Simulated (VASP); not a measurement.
Wanted: the native input for a VASP 6.6.1 run.

```
Task                   : single point
Functional             : r2SCAN
Dispersion             : rVV10
Potentials or basis    : VASP PAW PBE potentials, release 64 (C)
Cutoff                 : 660 eV
k mesh                 : 21 × 21 × 6
Occupations            : gaussian, width 0.1 eV
Spin                   : no spin polarisation
Dipole correction      : no
Further INCAR settings : ALGO = Normal; EDIFF = 1e-06; NBANDS = 16
```

The system is C.

```
C
1.0
     1.22790   -2.12559    0.00000
     1.22790    2.12559    0.00000
     0.00000    0.00000    6.73788
C
4
Direct
  0.58332 0.41668 0.74999
  0.08332 0.91668 0.25001
  0.41668 0.58332 0.25001
  0.91668 0.08332 0.74999
```

One way to write it, as run:

POSCAR

```
C
1.0
    1.2279024891     -2.1255882840      0.0000000000
    1.2279024891      2.1255882840      0.0000000000
    0.0000000000      0.0000000000      6.7378804150
C
4
Direct
    0.5833179139      0.4166820861      0.7499908331
    0.0833179139      0.9166820861      0.2500091669
    0.4166820861      0.5833179139      0.2500091669
    0.9166820861      0.0833179139      0.7499908331
```

INCAR.step1

```
PREC = Accurate
ENCUT = 660
ISMEAR = 0
SIGMA = 0.1
LREAL = False
LASPH = True
NELM = 120
NBANDS = 16
GGA = PE
ALGO = Normal
EDIFF = 1E-5
LWAVE = True
LCHARG = False
GGA_COMPAT = False
```

INCAR.step2

```
PREC = Accurate
ENCUT = 660
EDIFF = 1E-6
ISMEAR = 0
SIGMA = 0.1
LREAL = False
LASPH = True
NELM = 120
ALGO = Normal
ISIF = 2
LWAVE = False
LCHARG = False
METAGGA = R2SCAN
LMIXTAU = True
LUSE_VDW = True
IVDW_NL = 2
BPARAM = 11.95
CPARAM = 0.0093
NBANDS = 16
ISTART = 1
GGA_COMPAT = False
```

KPOINTS

```
Automatic mesh
0
Gamma
  21 21 6
```

Potentials or basis: VASP PAW PBE potentials, release 64 (C).

Run with:

```console
$ cat potpaw_PBE.64/C/POTCAR > POTCAR
$ cp INCAR.step1 INCAR
$ mpirun -np 1 vasp_std > vasp.out
$ cp INCAR.step2 INCAR
$ mpirun -np 1 vasp_std > vasp.out
```

Results of the run:

The pressure is 0.1 GPa.

Caveat: the PAW data sets were made with another functional, which shifts forces and pressure a little.

Wall time 16 min on 1 thread of Oxide Virtual Turin-like Processor (shared host), peak memory 0.48 GiB.
